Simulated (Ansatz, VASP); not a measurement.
**Hf3Si2O in VASP and in Ansatz**

```
CELL_PARAMETERS angstrom
4.50976 0.00000 0.00000
-2.25488 3.90557 0.00000
0.00000 0.00000 5.66860
ATOMIC_POSITIONS crystal
Hf 0.66667 0.33333 0.50000
Hf 0.00000 0.00000 0.00000
Hf 0.00000 0.00000 0.50000
Si 0.33333 0.66667 0.27707
Si 0.33333 0.66667 0.72293
O 0.66667 0.33333 0.00000
```

Change from the starting cell: species swapped into the Sr2Al3Ge type (P-6m2, No. 187).

Alike in both runs: functional PBE; k mesh 6 × 6 × 4; occupations gaussian, width 0.1 eV; no spin polarisation.

Ansatz relaxed the structure, and its values are those at the end. VASP's run is a single point on that final structure, the one shown.

```csv
,VASP,Ansatz
version,VASP 6.6.1,Ansatz 0.2.0
potentials or method,"VASP PAW PBE potentials, release 64 (Hf_pv, Si, O), cutoff 520 eV","scalar-relativistic, plane waves, PAW"
valence electrons in the cell,44,92
```

Ansatz gave:

* gap on the k mesh at the Fermi level (eV): none
* pressure (GPa): 0.1

Which values does VASP return?

gap on the k mesh at the Fermi level (eV): none; pressure (GPa): -0.5.

A gap of «none» marks a metal or a gap that the smearing closes. The functional is the same, so the differences come from potentials, cutoffs and numerics. VASP's potentials hold 44 valence electrons a cell and Ansatz's 92, so a difference there can come from the potentials and not from the codes.

Neither program's run includes spin-orbit coupling.
